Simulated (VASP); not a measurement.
Input of a VASP 6.6.1 run:

The input INCAR:

```
  ALGO = Normal
  EDIFF = 1E-6
  ENCUT = 520
  GGA = PS
  ISIF = 2
  ISMEAR = 0
  LASPH = T
  LCHARG = T
  LELF = T
  LREAL = F
  LVHAR = T
  LWAVE = F
  NBANDS = 15
  NELM = 100
  PREC = Accurate
  SIGMA = 0.05
```

The input KPOINTS:

```
k-points
0
Gamma
  6 6 6
```

POSCAR

```
KCl
1.0
    3.7432161000      0.0000000000      0.0000000000
    0.0000000000      3.7432161000      0.0000000000
    0.0000000000      0.0000000000      4.0311558000
K Cl
1 1
Direct
    0.0000000000      0.0000000000      0.0000000000
    0.5000000000      0.5000000000      0.5000000000
```

Potentials or basis: VASP PAW PBE potentials, release 64 (K_sv, Cl).

Launch:

```bash
$ cat potpaw_PBE.64/K_sv/POTCAR potpaw_PBE.64/Cl/POTCAR > POTCAR
$ mpirun -np 1 vasp_std > vasp.out
```

What does it give for the band gap on the k mesh?

4.43 eV, indirect (least direct gap 4.63 eV).

What does it give for the pressure?

-1.4 GPa.

Stress tensor (GPa, compression positive):
```
-0.35  0.00  0.00
 0.00 -0.35  0.00
 0.00  0.00 -3.47
```

Caveat: the cell differs from its parent crystal (strain -0.025 along x and y, +0.050 along z); the PAW data sets were made with another functional, which shifts forces and pressure a little. A k mesh can miss the band edges.
